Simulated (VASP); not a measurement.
A run of VASP 6.6.1:

The input INCAR:

```
  ALGO = Normal
  EDIFF = 1E-6
  ENCUT = 520
  GGA = PS
  ISIF = 2
  ISMEAR = 0
  LASPH = True
  LCHARG = False
  LREAL = False
  LWAVE = False
  NBANDS = 24
  NELM = 100
  PREC = Accurate
  SIGMA = 0.1
```

The input KPOINTS:

```
k-points
0
Gamma
  12 12 12
```

The input POSCAR:

```
TePt
1.0
    1.8674511370      1.0781734168      5.4892169357
   -1.8674511370      1.0781734168      5.4892169357
    0.0000000000     -2.1563468332      5.4892169358
Te Pt
2 2
Direct
    0.6104328336      0.6104328336      0.6104328336
    0.3895671664      0.3895671664      0.3895671664
    0.8722856004      0.8722856004      0.8722856004
    0.1277143996      0.1277143996      0.1277143996
```

Potentials or basis: VASP PAW PBE potentials, release 64 (Te, Pt).

Launch:

```bash
$ cat potpaw_PBE.64/Te/POTCAR potpaw_PBE.64/Pt/POTCAR > POTCAR
$ mpirun -np 1 vasp_std > vasp.out
```

Hardware: 1 thread of Intel Xeon 8259CL, with other jobs on the host.

Problem. Estimate the wall time of this run.

Solution. Wall time 19 min on 1 thread of Intel Xeon 8259CL (shared host), peak memory 0.5 GiB. Counts: scf iterations 13, k points 189.
